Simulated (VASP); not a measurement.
# HC10 in VASP: notebook, part 2 of 2

VASP 6.6.1.

### 3 Single point, PBE

Contents of INCAR:

```
ALGO     = Normal         # electronic algorithm
DIPOL    = 0.5 0.5 0.294
EDIFF    = 1E-6           # SCF threshold, eV
ENCUT    = 520            # plane-wave cutoff, eV
GGA      = PE             # functional
IDIPOL   = 3            
ISIF     = 2              # what is computed and relaxed
ISMEAR   = 0              # smearing method
LASPH    = T              # aspherical terms in the spheres
LCHARG   = T              # write CHGCAR
LDIPOL   = T            
LELF     = T              # ELF
LREAL    = Auto         
LVACPOTAV= T            
LVHAR    = T            
LWAVE    = F              # write WAVECAR
NBANDS   = 58             # bands
NELM     = 100            # most SCF steps
PREC     = Accurate       # precision mode
SIGMA    = 0.1            # smearing width, eV
```

Contents of KPOINTS:

```
k-points
0
Gamma
  4 3 1
```

Contents of POSCAR:

```
HC10
1.0
    8.5436715410      0.0000000000      0.0000000000
   -2.1359178852      8.6110540228      0.0000000000
    0.0000000000      0.0000000000     22.7788015587
C H
20 2
Direct
    0.0782061927      0.9794914374      0.1756018634
    0.5782061927      0.9794914374      0.1756018634
    0.4115395260      0.9794914374      0.1756018634
    0.9115395260      0.9794914374      0.1756018634
    0.3230790520      0.9589828748      0.2291807119
    0.8230790520      0.9589828748      0.2291807119
    0.1564123854      0.9589828748      0.2291807119
    0.6564123854      0.9589828748      0.2291807119
    0.0669021191      0.9383827998      0.2826780623
    0.5669021191      0.9383827998      0.2826780623
    0.4022889535      0.9383826011      0.2826780666
    0.9022889535      0.9383826011      0.2826780666
    0.3111130358      0.9176686260      0.3364248459
    0.8111130358      0.9176686260      0.3364248459
    0.1477209834      0.9176686383      0.3364247639
    0.6477209834      0.9176686383      0.3364247639
    0.0473696299      0.8987954532      0.3853929922
    0.5473696299      0.8987954532      0.3853929922
    0.4020260968      0.8987947219      0.3853934781
    0.9020260968      0.8987947219      0.3853934781
    0.2399151377      0.2321282990      0.4191963509
    0.3276994113      0.2321282990      0.4191963509
```

Potentials or basis: VASP PAW PBE potentials, release 64 (C, H).

Run with:

```console
cat potpaw_PBE.64/C/POTCAR potpaw_PBE.64/H/POTCAR > POTCAR
mpirun -np 1 vasp_std > vasp.out
```

OUTCAR:

```text
EDIFF = 1E-6
   ENCUT = 520
   GGA = PE
   ISIF = 2
   ISMEAR = 0
   LASPH = T
   LREAL = Auto
   NELM = 100
   PREC = Accurate

 ion  position               nearest neighbor table
   1  0.078  0.979  0.176-   7 1.42   4 1.42
   2  0.578  0.979  0.176-   8 1.42   3 1.42
   3  0.412  0.979  0.176-   5 1.42   2 1.42
   4  0.912  0.979  0.176-   6 1.42   1 1.42
   5  0.323  0.959  0.229-   7 1.42   3 1.42  11 1.43
   6  0.823  0.959  0.229-   8 1.42   4 1.42  12 1.43
   7  0.156  0.959  0.229-   5 1.42   1 1.42   9 1.43
   8  0.656  0.959  0.229-   6 1.42   2 1.42  10 1.43
   9  0.067  0.938  0.283-  12 1.41   7 1.43  15 1.44
  10  0.567  0.938  0.283-  11 1.41   8 1.43  16 1.44
  11  0.402  0.938  0.283-  10 1.41   5 1.43  13 1.44
  12  0.902  0.938  0.283-   9 1.41   6 1.43  14 1.44
  13  0.311  0.918  0.336-  19 1.39  15 1.40  11 1.44
  14  0.811  0.918  0.336-  20 1.39  16 1.40  12 1.44
  15  0.148  0.918  0.336-  17 1.39  13 1.40   9 1.44
  16  0.648  0.918  0.336-  18 1.39  14 1.40  10 1.44
  17  0.047  0.899  0.385-  20 1.24  15 1.39
  18  0.547  0.899  0.385-  19 1.24  16 1.39
  19  0.402  0.899  0.385-  18 1.24  13 1.39
  20  0.902  0.899  0.385-  17 1.24  14 1.39
  21  0.240  0.232  0.419-  22 0.75
  22  0.328  0.232  0.419-  21 0.75

[... 224 lines left out ...]
      4     -21.3390      2.00000
      5     -20.1623      2.00000
      6     -19.7401      2.00000
[... 381 lines left out ...]
     52       0.6874      0.00000
     53       0.7958      0.00000
 [bands above 53 left out]

------------------------ aborting loop because EDIFF is reached ----------------------------------------

  FORCE on cell =-STRESS in cart. coord.  units (eV):
  Direction    XX          YY          ZZ          XY          YZ          ZX
  --------------------------------------------------------------------------------------
  -------------------------------------------------------------------------------------
  Total       -2.6259399     -0.1339882     -5.0611798      0.0178540      0.7600811      0.0222320
  in kB       -2.5105197     -0.1280989     -4.8387215      0.0170692      0.7266726      0.0212548
  external PRESSURE =      -2.4924467 kB  Pullay stress =       0.0000000 kB

 VOLUME and BASIS-vectors are now :
 -----------------------------------------------------------------------------
  energy-cutoff  :      520.00
  volume of cell :     1675.84
      direct lattice vectors                 reciprocal lattice vectors
     8.543671541  0.000000000  0.000000000     0.117045698  0.029032451  0.000000000
    -2.135917885  8.611054023  0.000000000     0.000000000  0.116129802  0.000000000
     0.000000000  0.000000000 22.778801559     0.000000000  0.000000000  0.043900466

 POSITION                                       TOTAL-FORCE (eV/Angst)
 -----------------------------------------------------------------------------------
     -1.42395      8.43445      4.00000        -6.818756     -0.159208      1.121880
      2.84789      8.43445      4.00000        -6.818201     -0.158813      1.121793
      1.42395      8.43445      4.00000         6.818059     -0.161363      1.122704
      5.69578      8.43445      4.00000         6.817451     -0.160680      1.122656
      0.71197      8.25785      5.22046        -0.451397      0.166155     -1.157389
      4.98381      8.25785      5.22046        -0.449629      0.166124     -1.158276
[... 14 lines left out ...]
      1.55395      1.99887      9.54879         0.003048      0.016329      0.006893
      2.30395      1.99887      9.54879         0.006079      0.020756      0.007123
 -----------------------------------------------------------------------------------
    total drift:                               -0.025973     -0.001105      0.048252

  FREE ENERGIE OF THE ION-ELECTRON SYSTEM (eV)
  ---------------------------------------------------
  free  energy   TOTEN  =      -172.1125719598 eV

  energy  without entropy=     -172.1053010365  energy(sigma->0) =     -172.10893650

 vacuum level on the upper side and lower side of the slab         0.785         1.453
```

OSZICAR:

```text
N       E                     dE             d eps       ncg     rms          rms(c)
DAV:   1     0.699273016021E+03    0.69927E+03   -0.26777E+04   948   0.966E+02
DAV:   2    -0.255594288243E+00   -0.69953E+03   -0.65423E+03  1264   0.211E+02
DAV:   3    -0.177273126338E+03   -0.17702E+03   -0.17472E+03  1046   0.112E+02
[... 19 lines left out ...]
DAV:  23    -0.172112560996E+03   -0.15145E-04   -0.67923E-07   656   0.157E-03    0.354E-04
DAV:  24    -0.172112566094E+03   -0.50984E-05   -0.83431E-08   564   0.724E-04    0.295E-04
DAV:  25    -0.172112569863E+03   -0.37692E-05   -0.91446E-08   602   0.688E-04    0.134E-04
DAV:  26    -0.172112571433E+03   -0.15696E-05   -0.68979E-08   548   0.586E-04    0.156E-04
DAV:  27    -0.172112571960E+03   -0.52708E-06   -0.13206E-08   558   0.362E-04
   1 F= -.17211257E+03 E0= -.17210894E+03  d E =-.727092E-02
```

stdout:

```text
POSCAR found type information on POSCAR C H
 POSCAR found :  2 types and      22 ions
 scaLAPACK will be used
 LDA part: xc-table for (Slater+PW92), standard interpolation
 POSCAR, INCAR and KPOINTS ok, starting setup
 FFT: planning ... GRIDC
 FFT: planning ... GRID_SOFT
 FFT: planning ... GRID
 WAVECAR not read
 entering main loop
 -----------------------------------------------------------------------------
|                                                                             |
|           W    W    AA    RRRRR   N    N  II  N    N   GGGG   !!!           |
|           W    W   A  A   R    R  NN   N  II  NN   N  G    G  !!!           |
|           W    W  A    A  R    R  N N  N  II  N N  N  G       !!!           |
|           W WW W  AAAAAA  RRRRR   N  N N  II  N  N N  G  GGG   !            |
|           WW  WW  A    A  R   R   N   NN  II  N   NN  G    G                |
|           W    W  A    A  R    R  N    N  II  N    N   GGGG   !!!           |
|                                                                             |
|     Did not find any points to average over, which means that no vacuum     |
|     field-free region was found. Please increase the size of  your cell     |
|     in the dimension of the dipole correction to obtain accurate            |
|     workfunction values.                                                    |
|                                                                             |
 -----------------------------------------------------------------------------
```

Wall time 20 min (1 thread of Intel Xeon 6975P-C (Granite Rapids), shared host); peak memory 1.6 GiB.

What came out:

| Item | Value |
| --- | --- |
| Free energy | -172.1126 eV |
| Largest force | 6.912 eV/Å |
| Band gap on the k mesh | 0.26 eV (least direct gap 0.36 eV) |

Forces on the atoms (eV/Å):
```
C   -6.819 -0.159  1.122
C   -6.818 -0.159  1.122
C    6.818 -0.161  1.123
C    6.817 -0.161  1.123
C   -0.451  0.166 -1.157
C   -0.450  0.166 -1.158
C    0.457  0.165 -1.158
C    0.455  0.165 -1.159
C   -0.009  0.003 -0.008
C   -0.012  0.003 -0.014
C    0.019  0.008 -0.013
C    0.017  0.007 -0.016
C   -0.105 -0.018  0.014
C   -0.087 -0.009  0.012
C    0.090 -0.020  0.013
C    0.078 -0.003  0.013
C   -0.018 -0.012  0.013
C   -0.008 -0.004  0.039
C    0.008 -0.005  0.029
C    0.007 -0.008  0.047
H    0.003  0.016  0.007
H    0.006  0.021  0.007
```
